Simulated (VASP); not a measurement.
# Sr8Ti8O23 (a cell with a defect) in VASP: further runs, part 2 of 2

VASP 6.6.1. The steps go on from the part before.

## Step 3: Single point, PBE

Input file INCAR:

```
PREC     = Accurate       # precision mode
ENCUT    = 520            # plane-wave cutoff, eV
EDIFF    = 1E-6           # SCF threshold, eV
ISMEAR   = 0              # smearing method
SIGMA    = 0.02           # smearing width, eV
LREAL    = Auto         
LASPH    = True           # aspherical terms in the spheres
NELM     = 80             # most SCF steps
ALGO     = Normal         # electronic algorithm
ISIF     = 2              # what is computed and relaxed
LWAVE    = False          # write WAVECAR
LCHARG   = True           # write CHGCAR
GGA      = PE             # functional
LELF     = True           # ELF
LVHAR    = True         
NBANDS   = 182            # bands
NELECT   = 312.0
```

Input file KPOINTS:

```
Automatic mesh
0
Gamma
  2 2 2
  0.5 0.5 0.5
```

Input file POSCAR:

```
Sr8Ti8O23
1.0
    0.0000000000     -7.8728452165      0.0000000000
    7.8728452165      0.0000000000      0.0000000000
    0.0000000000      0.0000000000      7.8728452165
Sr Ti O
8 8 23
Direct
    0.0000000000     -0.0089917937     -0.0089917937
    0.0000000000     -0.0089917937      0.5089917164
    0.5000000498     -0.0082233295     -0.0082233295
    0.5000000498     -0.0082233295      0.5082232522
    0.0000000000      0.5089917164     -0.0089917937
    0.0000000000      0.5089917164      0.5089917164
    0.5000000498      0.5082232522     -0.0082233295
    0.5000000498      0.5082232522      0.5082232522
    0.2326066307      0.2499999614      0.2499999614
    0.2540100745      0.2499999614      0.7500000111
    0.7673933418      0.2499999614      0.2499999614
    0.7459898980      0.2499999614      0.7500000111
    0.2540100745      0.7500000111      0.2499999614
    0.2498333126      0.7500000111      0.7500000111
    0.7459898980      0.7500000111      0.2499999614
    0.7501666599      0.7500000111      0.7500000111
    0.2681818252      0.2499999614      0.0072273744
    0.5000000498      0.2499999614      0.7500000111
    0.9999999725      0.2499999614      0.2499999614
    0.9999999725      0.2499999614      0.7500000111
    0.5000000498      0.7500000111      0.2499999614
    0.5000000498      0.7500000111      0.7500000111
    0.9999999725      0.7500000111      0.2499999614
    0.9999999725      0.7500000111      0.7500000111
    0.2681818252      0.2499999614      0.4927725483
    0.7318181473      0.2499999614      0.4927725483
    0.7318181473      0.2499999614      0.0072273744
    0.2484294999      0.7500000111      0.4994470095
    0.2484294999      0.7500000111      0.0005530402
    0.7515704726      0.7500000111      0.4994470095
    0.7515704726      0.7500000111      0.0005530402
    0.2681818252      0.4927725483      0.2499999614
    0.2484294999      0.4994470095      0.7500000111
    0.7318181473      0.4927725483      0.2499999614
    0.7515704726      0.4994470095      0.7500000111
    0.2681818252      0.0072273744      0.2499999614
    0.2484294999      0.0005530402      0.7500000111
    0.7318181473      0.0072273744      0.2499999614
    0.7515704726      0.0005530402      0.7500000111
```

Potentials or basis: VASP PAW PBE potentials, release 64 (Sr_sv, Ti_sv, O).

On the command line:

```bash
$ cat potpaw_PBE.64/Sr_sv/POTCAR potpaw_PBE.64/Ti_sv/POTCAR potpaw_PBE.64/O/POTCAR > POTCAR
$ mpirun -np 1 vasp_std > vasp.out
```

Run time: 8.2 min. Hardware: 1 thread of Intel Xeon Platinum 8259CL at 2.50GHz (Skylake/Cascade Lake), shared host; peak memory 0.51 GiB.

Results (log left out):

* Free energy: -322.8142 eV
* Largest force: 0.045 eV/Å

Forces on the atoms (eV/Å):
```
Sr   0.019  0.000  0.019
Sr   0.019  0.000 -0.019
Sr   0.010  0.000  0.010
Sr   0.010  0.000 -0.010
Sr  -0.019  0.000  0.019
Sr  -0.019  0.000 -0.019
Sr  -0.010  0.000  0.010
Sr  -0.010  0.000 -0.010
Ti   0.000 -0.035  0.000
Ti   0.000  0.045  0.000
Ti   0.000  0.035  0.000
Ti   0.000 -0.045  0.000
Ti   0.000  0.045  0.000
Ti   0.000  0.019  0.000
Ti   0.000 -0.045  0.000
Ti   0.000 -0.019  0.000
O    0.000 -0.003 -0.030
O    0.000  0.000  0.000
O    0.000  0.000  0.000
O    0.000  0.000  0.000
O    0.000  0.000  0.000
O    0.000  0.000  0.000
O    0.000  0.000  0.000
O    0.000  0.000  0.000
O    0.000 -0.003  0.030
O    0.000  0.003  0.030
O    0.000  0.003 -0.030
O    0.000  0.010  0.008
O    0.000  0.010 -0.008
O    0.000 -0.010  0.008
O    0.000 -0.010 -0.008
O    0.030 -0.003  0.000
O    0.008  0.010  0.000
O    0.030  0.003  0.000
O    0.008 -0.010  0.000
O   -0.030 -0.003  0.000
O   -0.008  0.010  0.000
O   -0.030  0.003  0.000
O   -0.008 -0.010  0.000
```

Levels at points of the mesh, in eV from the Fermi level:
| k point | band 153 | band 154 | band 155 | band 156 | band 157 | band 158 | band 159 | band 160 |
| --- | --- | --- | --- | --- | --- | --- | --- | --- |
| (0.25, 0.25, 0.25) | -0.28 | -0.26 | -0.15 | -0.11 | 2.36 | 2.42 | 2.46 | 2.51 |

Caveat: the cell carries a net charge on a neutralising background, which shifts energy and pressure; the cell is charged against a uniform background, so pressure and absolute levels hang on convention.

## Step 4: Single point, PBE (atoms taken out, then relaxed in part)

Input file INCAR:

```
SYSTEM = Sr8Ti8O23
ALGO = Normal
EDIFF = 1E-7
ENCUT = 520
GGA = PE
ISIF = 2
ISMEAR = 0
LASPH = .True.
LCHARG = .False.
LREAL = Auto
LWAVE = .False.
NBANDS = 182
NELECT = 312.0
NELM = 60
PREC = Accurate
SIGMA = 0.02
```

KPOINTS is that of step 3.

Input file POSCAR:

```
Sr8Ti8O23
1.0
    0.0000000000     -7.8728452165      0.0000000000
    7.8728452165      0.0000000000      0.0000000000
    0.0000000000      0.0000000000      7.8728452165
Sr Ti O
8 8 23
Direct
    0.0000000000     -0.0089917559     -0.0089917559
    0.0000000000     -0.0089917559      0.5089917559
    0.5000000000     -0.0082232771     -0.0082232771
    0.5000000000     -0.0082232771      0.5082232771
    0.0000000000      0.5089917559     -0.0089917559
    0.0000000000      0.5089917559      0.5089917559
    0.5000000000      0.5082232771     -0.0082232771
    0.5000000000      0.5082232771      0.5082232771
    0.2326066181      0.2500000000      0.2500000000
    0.2540100749      0.2500000000      0.7500000000
    0.7673933819      0.2500000000      0.2500000000
    0.7459899251      0.2500000000      0.7500000000
    0.2540100749      0.7500000000      0.2500000000
    0.2498332811      0.7500000000      0.7500000000
    0.7459899251      0.7500000000      0.2500000000
    0.7501667189      0.7500000000      0.7500000000
    0.2681818709      0.2500000000      0.0072274119
    0.5000000000      0.2500000000      0.7500000000
    1.0000000000      0.2500000000      0.2500000000
    1.0000000000      0.2500000000      0.7500000000
    0.5000000000      0.7500000000      0.2500000000
    0.5000000000      0.7500000000      0.7500000000
    1.0000000000      0.7500000000      0.2500000000
    1.0000000000      0.7500000000      0.7500000000
    0.2681818709      0.2500000000      0.4927725881
    0.7318181291      0.2500000000      0.4927725881
    0.7318181291      0.2500000000      0.0072274119
    0.2484295124      0.7500000000      0.4994469908
    0.2484295124      0.7500000000      0.0005530092
    0.7515704876      0.7500000000      0.4994469908
    0.7515704876      0.7500000000      0.0005530092
    0.2681818709      0.4927725881      0.2500000000
    0.2484295124      0.4994469908      0.7500000000
    0.7318181291      0.4927725881      0.2500000000
    0.7515704876      0.4994469908      0.7500000000
    0.2681818709      0.0072274119      0.2500000000
    0.2484295124      0.0005530092      0.7500000000
    0.7318181291      0.0072274119      0.2500000000
    0.7515704876      0.0005530092      0.7500000000
```

On the command line:

```bash
$ cat potpaw_PBE.64/Sr_sv/POTCAR potpaw_PBE.64/Ti_sv/POTCAR potpaw_PBE.64/O/POTCAR > POTCAR
$ mpirun -np 1 vasp_std > vasp.out
```

Run time: 6.7 min. Hardware: 1 thread of Oxide Virtual Turin-like, shared host; peak memory 0.48 GiB.

Results (log left out):

```yaml
Free_energy: -322.8142 eV
Largest_force: 0.045 eV/Å
```

Forces on the atoms (eV/Å):
```
Sr   0.019  0.000  0.019
Sr   0.019  0.000 -0.019
Sr   0.010  0.000  0.010
Sr   0.010  0.000 -0.010
Sr  -0.019  0.000  0.019
Sr  -0.019  0.000 -0.019
Sr  -0.010  0.000  0.010
Sr  -0.010  0.000 -0.010
Ti   0.000 -0.035  0.000
Ti   0.000  0.045  0.000
Ti   0.000  0.035  0.000
Ti   0.000 -0.045  0.000
Ti   0.000  0.045  0.000
Ti   0.000  0.019  0.000
Ti   0.000 -0.045  0.000
Ti   0.000 -0.019  0.000
O    0.000 -0.003 -0.030
O    0.000  0.000  0.000
O    0.000  0.000  0.000
O    0.000  0.000  0.000
O    0.000  0.000  0.000
O    0.000  0.000  0.000
O    0.000  0.000  0.000
O    0.000  0.000  0.000
O    0.000 -0.003  0.030
O    0.000  0.003  0.030
O    0.000  0.003 -0.030
O    0.000  0.010  0.008
O    0.000  0.010 -0.008
O    0.000 -0.010  0.008
O    0.000 -0.010 -0.008
O    0.030 -0.003  0.000
O    0.008  0.010  0.000
O    0.030  0.003  0.000
O    0.008 -0.010  0.000
O   -0.030 -0.003  0.000
O   -0.008  0.010  0.000
O   -0.030  0.003  0.000
O   -0.008 -0.010  0.000
```

Levels at points of the mesh, in eV from the Fermi level:
```tsv
k point	band 153	band 154	band 155	band 156	band 157	band 158	band 159	band 160
(0.25, 0.25, 0.25)	-0.27	-0.26	-0.15	-0.11	2.36	2.42	2.46	2.51
```

Caveat: the cell carries a net charge on a neutralising background, which shifts energy and pressure; the cell differs from its parent crystal (atoms taken out, then relaxed in part); the cell is charged against a uniform background, so pressure and absolute levels hang on convention.
